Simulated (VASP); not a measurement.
# Ti3O4 (Cmm2) in VASP: notebook

Runs on Ti3O4. Level: PBEsol. Tasks: single point.

Everything below comes from runs of VASP 6.6.1. Logs are shortened: lines on timing, memory, paths and dates and some standing lists are left out, and cuts for length are marked.

### Step 1. The cell of the first run

It takes space group Cmm2 (No. 35, orthorhombic). The conventional cell has a = 5.826 Å, b = 8.061 Å, c = 2.969 Å, α = 90.00°, β = 90.00°, γ = 90.00°. Within 2.7 Å of Ti (site symmetry mm2) lie 6 O at 2.00 to 2.09 Å. Within 2.7 Å of Ti (site symmetry 2) lie 6 O at 2.02 to 2.11 Å. Within 3.1 Å of O (site symmetry m) lie 4 Ti at 2.00 to 2.06 Å and 12 O at 2.76 to 3.06 Å. O (site symmetry m) has 5 Ti at 2.05 to 2.11 Å within 2.7 Å.

### Step 2. Single point, PBEsol (all O atoms moved +0.037 Å, as atom 4 along Cartesian [0 0 1])

Contents of INCAR:

```
SYSTEM = Ti3O4
PREC     = Accurate       ! precision mode
ENCUT    = 520            ! plane-wave cutoff, eV
EDIFF    = 1E-7           ! SCF threshold, eV
ISMEAR   = 0              ! smearing method
SIGMA    = 0.15           ! smearing width, eV
LREAL    = .FALSE.        ! projectors in reciprocal space
LASPH    = .TRUE.         ! aspherical terms in the spheres
NELM     = 100            ! most SCF steps
ALGO     = Normal         ! electronic algorithm
ISIF     = 2              ! what is computed and relaxed
LWAVE    = .FALSE.        ! write WAVECAR
LCHARG   = .FALSE.        ! write CHGCAR
GGA      = PS             ! functional
NBANDS   = 39             ! bands
```

Contents of KPOINTS:

```
Automatic mesh
0
G
  8 8 14
  0 0 0
```

Contents of POSCAR:

```
Ti3O4
1.0
    2.9128162286     -4.0303540220      0.0000000000
    2.9128162286      4.0303540220      0.0000000000
    0.0000000000      0.0000000000      2.9690273773
Ti O
3 4
Direct
    0.0000000000      0.0000000000      0.5000000000
    0.5000000000      0.0000000000      0.0000000000
    0.0000000000      0.5000000000      0.0000000000
    0.7627833111      0.7627833111      0.0126303989
    0.2588765548      0.7411234452      0.5126303989
    0.2372166889      0.2372166889      0.0126303989
    0.7411234452      0.2588765548      0.5126303989
```

Potentials or basis: VASP PAW PBE potentials, release 64 (Ti_sv, O).

Started as:

```sh
$ cat potpaw_PBE.64/Ti_sv/POTCAR potpaw_PBE.64/O/POTCAR > POTCAR
$ mpirun -np 1 vasp_std > vasp.out
```

OUTCAR:

```text
SYSTEM = Ti3O4
   PREC = Accurate
   ENCUT = 520
   EDIFF = 1E-7
   ISMEAR = 0
   LREAL = .FALSE.
   LASPH = .TRUE.
   NELM = 100
   ISIF = 2
   GGA = PS

 ion  position               nearest neighbor table
   1  0.000  0.000  0.500-   4 2.00   6 2.00   4 2.06   6 2.06   5 2.09   7 2.09   2 2.90   3 2.90
                             2 2.90   3 2.90   3 2.90   3 2.90   2 2.90   2 2.90
   2  0.500  0.000  0.000-   4 2.02   6 2.02   5 2.05   7 2.05   5 2.11   7 2.11   1 2.90   1 2.90
                             1 2.90   1 2.90   3 2.91   3 2.91
   3  0.000  0.500  0.000-   4 2.02   6 2.02   5 2.05   7 2.05   5 2.11   7 2.11   1 2.90   1 2.90
                             1 2.90   1 2.90   2 2.91   2 2.91
   4  0.763  0.763  0.013-   1 2.00   2 2.02   3 2.02   1 2.06
   5  0.259  0.741  0.513-   2 2.05   3 2.05   1 2.09   2 2.11   3 2.11
   6  0.237  0.237  0.013-   1 2.00   2 2.02   3 2.02   1 2.06
   7  0.741  0.259  0.513-   2 2.05   3 2.05   1 2.09   2 2.11   3 2.11

  LATTYP: Found a base centered orthorhombic cell.
 ALAT       =     5.8256324572
 B/A-ratio  =     1.3836623067
 C/A-ratio  =     0.5096489350

  Lattice vectors:

 A1 = (   2.9128162286,  -4.0303540220,   0.0000000000)
 A2 = (   2.9128162286,   4.0303540220,   0.0000000000)
 A3 = (   0.0000000000,   0.0000000000,   2.9690273773)

Analysis of symmetry for initial positions (statically):
=====================================================================
 Subroutine PRICEL returns:
 Original cell was already a primitive cell.

 Routine SETGRP: Setting up the symmetry group for a
 base centered orthorhombic supercell.

 Subroutine GETGRP returns: Found  4 space group operations
 (whereof  4 operations were pure point group operations)
 out of a pool of  8 trial point group operations.

The static configuration has the point symmetry C_2v.

Analysis of symmetry for dynamics (positions and initial velocities):
=====================================================================
 Subroutine PRICEL returns:
 Original cell was already a primitive cell.

 Routine SETGRP: Setting up the symmetry group for a
 base centered orthorhombic supercell.

 Subroutine GETGRP returns: Found  4 space group operations
 (whereof  4 operations were pure point group operations)
 out of a pool of  8 trial point group operations.

The dynamic configuration has the point symmetry C_2v.

 Subroutine INISYM returns: Found  4 space group operations
 (whereof  4 operations are pure point group operations),
 and found     1 'primitive' translations

----------------------------------------------------------------------------------------

                                     Primitive cell

  volume of cell :      69.7109

  direct lattice vectors                    reciprocal lattice vectors
     2.912816229 -4.030354022  0.000000000     0.171655182 -0.124058581  0.000000000
     2.912816229  4.030354022  0.000000000     0.171655182  0.124058581  0.000000000
     0.000000000  0.000000000  2.969027377     0.000000000  0.000000000  0.336810636

  length of vectors
     4.972750941  4.972750941  2.969027377     0.211792429  0.211792429  0.336810636

  position of ions in fractional coordinates (direct lattice)
     0.000000000  0.000000000  0.500000000
     0.500000000  0.000000000  0.000000000
     0.000000000  0.500000000  0.000000000
     0.762783311  0.762783311  0.012630399
     0.258876555  0.741123445  0.512630399
     0.237216689  0.237216689  0.012630399
     0.741123445  0.258876555  0.512630399

  ion indices of the primitive-cell ions
   primitive index   ion index
                 1           1
                 2           2
                 3           3
                 4           4
                 5           5
                 6           6
                 7           7

----------------------------------------------------------------------------------------

 KPOINTS: Automatic mesh

Automatic generation of k-mesh.
 Grid dimensions read from file:
 generate k-points for:    8    8   14

 Generating k-lattice:

  Cartesian coordinates                     Fractional coordinates (reciprocal lattice)
     0.021456898 -0.015507323  0.000000000     0.125000000  0.000000000  0.000000000
     0.021456898  0.015507323  0.000000000     0.000000000  0.125000000  0.000000000
     0.000000000  0.000000000  0.024057903     0.000000000  0.000000000  0.071428571

  Length of vectors
     0.026474054  0.026474054  0.024057903

  Shift w.r.t. Gamma in fractional coordinates (k-lattice)
     0.000000000  0.000000000  0.000000000

 Subroutine IBZKPT returns following result:
 ===========================================

 Found    168 irreducible k-points:

 Following reciprocal coordinates:
            Coordinates               Weight
  0.000000  0.000000  0.000000      1.000000
  0.125000 -0.000000  0.000000      4.000000
  0.250000 -0.000000  0.000000      4.000000
  0.375000  0.000000  0.000000      4.000000
  0.500000 -0.000000  0.000000      2.000000
  0.125000  0.125000  0.000000      2.000000
[... 16 lines left out ...]
  0.125000 -0.000000  0.071429      8.000000
  0.250000 -0.000000  0.071429      8.000000
 [... further k-points ...]
   k-points           NKPTS =    168   k-points in BZ     NKDIM =    168   number of bands    NBANDS=     39
   number of dos      NEDOS =    301   number of ions     NIONS =      7
   total plane-waves  NPLWV =  38400
   dimension x,y,z NGX =    40 NGY =   40 NGZ =   24
   dimension x,y,z NGXF=    80 NGYF=   80 NGZF=   48
   ions per type =               3   4
   NGX,Y,Z   is equivalent  to a cutoff of  13.37, 13.37, 13.44 a.u.
   NGXF,Y,Z  is equivalent  to a cutoff of  26.75, 26.75, 26.88 a.u.
 SYSTEM =  Ti3O4
   PREC   = accura    normal or accurate (medium, high low for compatibility)
   ISTART =      0    job   : 0-new  1-cont  2-samecut
   ICHARG =      2    charge: 1-file 2-atom 10-const
   ISPIN  =      1    spin polarized calculation?
   LNONCOLLINEAR =      F non collinear calculations
   LSORBIT =      F    spin-orbit coupling
   LASPH  =      T    aspherical Exc in radial PAW
   ENCUT  =  520.0 eV  38.22 Ry    6.18 a.u.   9.25  9.25  5.52*2*pi/ulx,y,z
   NELM   =    100;   NELMIN=  2; NELMDL= -5     # of ELM steps
   EDIFF  = 0.1E-06   stopping-criterion for ELM
   LREAL  =      F    real-space projection
   EDIFFG = 0.1E-05   stopping-criterion for IOM
   NSW    =      0    number of steps for IOM
   IBRION =     -1    ionic relax: 0-MD 1-quasi-New 2-CG
   NFREE  =      0    steps in history (QN), initial steepest desc. (CG)
   ISIF   =      2    stress and relaxation
   ISYM   =      2    0-nonsym 1-usesym 2-fastsym
   POTIM  = 0.5000    time-step for ionic-motion
   TEBEG  =    0.0;   TEEND  =   0.0 temperature during run
   PSTRESS=    0.0 pullay stress
   NELECT =      60.0000    total number of electrons
   NUPDOWN=      -1.0000    fix difference up-down
   EMIN   =  10.00;   EMAX   =-10.00  energy-range for DOS
   EFERMI =   0.00;   METHOD = LEGACY
   ISMEAR =     0;   SIGMA  =   0.15  broadening in eV -4-tet -1-fermi 0-gaus
   EFERMI_NEDOS =   21; number of points for ismear=-14 and -15
   IALGO  =     38    algorithm
   IMIX   =      4    mixing-type and parameters
     AMIX     =   0.40;   BMIX     =  1.00
     AMIX_MAG =   1.60;   BMIX_MAG =  1.00
  volume/ion in A,a.u.               =       9.96        67.20
  Fermi-wavevector in a.u.,A,eV,Ry     =   1.557250  2.942776 32.994515  2.425028
  Thomas-Fermi vector in A             =   2.660928
   LORBIT       =      0    0 simple, 1 ext, 2 COOP (PROOUT), +10 PAW based schemes
   GGA     = PS    functional components
   LHFCALC =     F    Hartree Fock is set to
   AEXX    =    0.0000 exact exchange contribution
   IVDW    =     0    specifies the selected vdW correction
   LEPSILON=     F    determine dielectric tensor
   LRPA    =     F    only Hartree local field effects (RPA)
 non-spin polarized calculation
 Gauss-broadening in eV      SIGMA  =   0.15
  energy-cutoff  :      520.00
  volume of cell :       69.71
 maximum number of plane-waves:      1898
 NGX is ok and might be reduce to    40
   NGX = 19   NGY = 19   NGZ = 11

 number of electron      60.0000000 magnetization

 Free energy of the ion-electron system (eV)
  ---------------------------------------------------
  ext. energy  EPLUGINS =         0.00000000
  ---------------------------------------------------
  free energy    TOTEN  =       -65.91358885 eV

  energy without entropy =      -65.88116999  energy(sigma->0) =      -65.89737942

 E-fermi :   9.5118     XC(G=0): -12.3970

 val. band max:        9.5111746430   @ k =   0.0000   0.0000   0.0714
 cond. band min:       9.5128258849   @ k =   0.5000   0.2500   0.2143
 fundamental gap:      0.0016512418
 Fermi energy:         9.5117628042

 k-point     1 :       0.0000    0.0000    0.0000
  band No.  band energies     occupation
      1     -48.4013      2.00000
      2     -48.3304      2.00000
      3     -48.1310      2.00000
      4     -25.3120      2.00000
      5     -25.1364      2.00000
      6     -24.8291      2.00000
[... 31 lines left out ...]
     38      11.6494      0.00000
     39      11.6998      0.00000

 k-point     2 :       0.1250   -0.0000    0.0000
  band No.  band energies     occupation
      1     -48.3981      2.00000
      2     -48.3323      2.00000
      3     -48.1323      2.00000
      4     -25.2898      2.00000
      5     -25.1254      2.00000
      6     -24.8241      2.00000
[... 31 lines left out ...]
     38      11.6058      0.00000
     39      11.6620      0.00000

 k-point     3 :       0.2500   -0.0000    0.0000
  band No.  band energies     occupation
      1     -48.3893      2.00000
      2     -48.3381      2.00000
      3     -48.1356      2.00000
      4     -25.2339      2.00000
      5     -25.0900      2.00000
      6     -24.8088      2.00000
[... 832 lines left out ...]
 k-point    23 :       0.1250   -0.0000    0.0714
  band No.  band energies     occupation
      1     -48.3953      2.00000
      2     -48.3305      2.00000
      3     -48.1312      2.00000
      4     -25.2784      2.00000
      5     -25.1151      2.00000
      6     -24.8207      2.00000
[... 31 lines left out ...]
     38      11.5427      0.00000
     39      11.6535      0.00000

 k-point    24 :       0.2500   -0.0000    0.0714
  band No.  band energies     occupation
      1     -48.3866      2.00000
      2     -48.3363      2.00000
      3     -48.1343      2.00000
      4     -25.2236      2.00000
      5     -25.0823      2.00000
      6     -24.8073      2.00000
[... 31 lines left out ...]
     38      11.5894      0.00000
     39      11.7576      0.00000

 [... further k-points ...]
[... 5 lines left out ...]
  --------------------------------------------------------------------------------------
  -------------------------------------------------------------------------------------
  Total        0.3234713      0.3358193      0.6264389      0.0000000      0.0000000      0.0000000
  in kB        7.4343990      7.7181962     14.3975577      0.0000000      0.0000000      0.0000000
  external PRESSURE =       9.8500510 kB  Pullay stress =       0.0000000 kB

 VOLUME and BASIS-vectors are now :
 -----------------------------------------------------------------------------
  energy-cutoff  :      520.00
  volume of cell :       69.71
      direct lattice vectors                 reciprocal lattice vectors
     2.912816229 -4.030354022  0.000000000     0.171655182 -0.124058581  0.000000000
     2.912816229  4.030354022  0.000000000     0.171655182  0.124058581  0.000000000
     0.000000000  0.000000000  2.969027377     0.000000000  0.000000000  0.336810636

 POSITION                                       TOTAL-FORCE (eV/Angst)
 -----------------------------------------------------------------------------------
      0.00000      0.00000      1.48451         0.000000      0.000000      0.472843
      1.45641     -2.01518      0.00000         0.000000      0.000000      0.431017
      1.45641      2.01518      0.00000        -0.000000      0.000000      0.431017
      4.44370      0.00000      0.03750        -0.044502      0.000000     -0.305219
      2.91282      1.94363      1.52201         0.000000     -0.000127     -0.362220
      1.38194      0.00000      0.03750         0.044502      0.000000     -0.305219
      2.91282     -1.94363      1.52201         0.000000      0.000127     -0.362220
 -----------------------------------------------------------------------------------
    total drift:                               -0.000000     -0.000000     -0.000599

  FREE ENERGIE OF THE ION-ELECTRON SYSTEM (eV)
  ---------------------------------------------------
  free  energy   TOTEN  =       -65.9135888542 eV

  energy  without entropy=      -65.8811699934  energy(sigma->0) =      -65.89737942
```

Wall time 5 min (1 thread of Intel Xeon 6975P-C (Granite Rapids), shared host); peak memory 0.44 GiB.

Results:

| Quantity | Value |
| --- | --- |
| Free energy | -65.9136 eV |
| Pressure | 1.0 GPa |
| Largest force | 0.473 eV/Å |
| Band gap on the k mesh | zero (bands 30 and 31 overlap by 1.09 eV) |

Forces on the atoms (eV/Å):
```
Ti   0.000  0.000  0.473
Ti   0.000  0.000  0.431
Ti   0.000  0.000  0.431
O   -0.045  0.000 -0.305
O    0.000  0.000 -0.362
O    0.045  0.000 -0.305
O    0.000  0.000 -0.362
```

Stress tensor (GPa, compression positive):
```
0.74 0.00 0.00
0.00 0.77 0.00
0.00 0.00 1.44
```

Caveat: the cell differs from its parent crystal (all O atoms moved +0.037 Å, as atom 4 along Cartesian [0 0 1]); the PAW data sets were made with another functional, which shifts forces and pressure a little; semilocal functionals often make such compounds metallic where correlation or magnetic order opens a gap, which also shifts bond lengths.

### Step 3. Single point, PBEsol (all O atoms moved +0.013 Å, as atom 4 along Cartesian [0 0 1])

Changes to INCAR since step 2:

```diff
@@ -3,3 +3,3 @@
 ENCUT    = 520            ! plane-wave cutoff, eV
-EDIFF    = 1E-7           ! SCF threshold, eV
+EDIFF    = 1E-6           ! SCF threshold, eV
 ISMEAR   = 0              ! smearing method
@@ -8,3 +8,3 @@
 LASPH    = .TRUE.         ! aspherical terms in the spheres
-NELM     = 100            ! most SCF steps
+NELM     = 60             ! most SCF steps
 ALGO     = Normal         ! electronic algorithm
```

Contents of KPOINTS:

```
regular mesh
0
G
  8 8 14
  0 0 0
```

Contents of POSCAR:

```
Ti3O4
1.0
    2.9128162286     -4.0303540220      0.0000000000
    2.9128162286      4.0303540220      0.0000000000
    0.0000000000      0.0000000000      2.9690273773
Ti O
3 4
Direct
    0.0000000000      0.0000000000      0.5000000000
    0.5000000000      0.0000000000      0.0000000000
    0.0000000000      0.5000000000      0.0000000000
    0.7627833111      0.7627833111      0.0042101330
    0.2588765548      0.7411234452      0.5042101330
    0.2372166889      0.2372166889      0.0042101330
    0.7411234452      0.2588765548      0.5042101330
```

Potentials or basis: VASP PAW PBE potentials, release 64 (Ti_sv, O).

Started as:

```sh
$ cat potpaw_PBE.64/Ti_sv/POTCAR potpaw_PBE.64/O/POTCAR > POTCAR
$ mpirun -np 1 vasp_std > vasp.out
```

Wall time 5.2 min (1 thread of Intel Xeon 6975P-C (Granite Rapids), shared host); peak memory 0.44 GiB.

It converged, with:

```
Free energy            : -65.9358 eV
Pressure               : 0.8 GPa
Largest force          : 0.157 eV/Å
Band gap on the k mesh : zero (bands 30 and 31 overlap by 1.10 eV)
```

Forces in eV/Å, atoms in the order of the input:
```
Ti   0.000  0.000  0.157
Ti   0.000  0.000  0.143
Ti   0.000  0.000  0.143
O   -0.027  0.000 -0.101
O    0.000  0.001 -0.120
O    0.027  0.000 -0.101
O    0.000 -0.001 -0.120
```

Stress tensor (GPa, compression positive):
```
0.41 0.00 0.00
0.00 0.76 0.00
0.00 0.00 1.23
```

Levels at points of the mesh, in eV from the Fermi level:
| k point | band 27 | band 28 | band 29 | band 30 | band 31 | band 32 | band 33 | band 34 |
| --- | --- | --- | --- | --- | --- | --- | --- | --- |
| (0.00, 0.00, 0.00) | -4.12 | -3.90 | -2.60 | -0.44 | -0.02 | 0.42 | 0.89 | 1.35 |
| (0.50, 0.00, 0.00) | -4.49 | -4.14 | -0.73 | -0.59 | 0.15 | 0.43 | 0.58 | 0.96 |
| (0.50, 0.50, 0.00) | -4.81 | -4.56 | -2.36 | 0.09 | 0.69 | 0.74 | 0.99 | 1.01 |
| (0.00, 0.00, 0.50) | -5.64 | -5.06 | 0.49 | 0.51 | 0.67 | 0.72 | 0.85 | 0.88 |
| (0.50, 0.00, 0.50) | -5.21 | -4.66 | -0.83 | -0.67 | 0.45 | 0.46 | 1.65 | 1.66 |
| (0.50, 0.50, 0.50) | -4.92 | -4.90 | -2.38 | -2.10 | 1.21 | 1.51 | 1.71 | 1.74 |

Caveat: the cell differs from its parent crystal (all O atoms moved +0.013 Å, as atom 4 along Cartesian [0 0 1]); the PAW data sets were made with another functional, which shifts forces and pressure a little; semilocal functionals often make such compounds metallic where correlation or magnetic order opens a gap, which also shifts bond lengths.
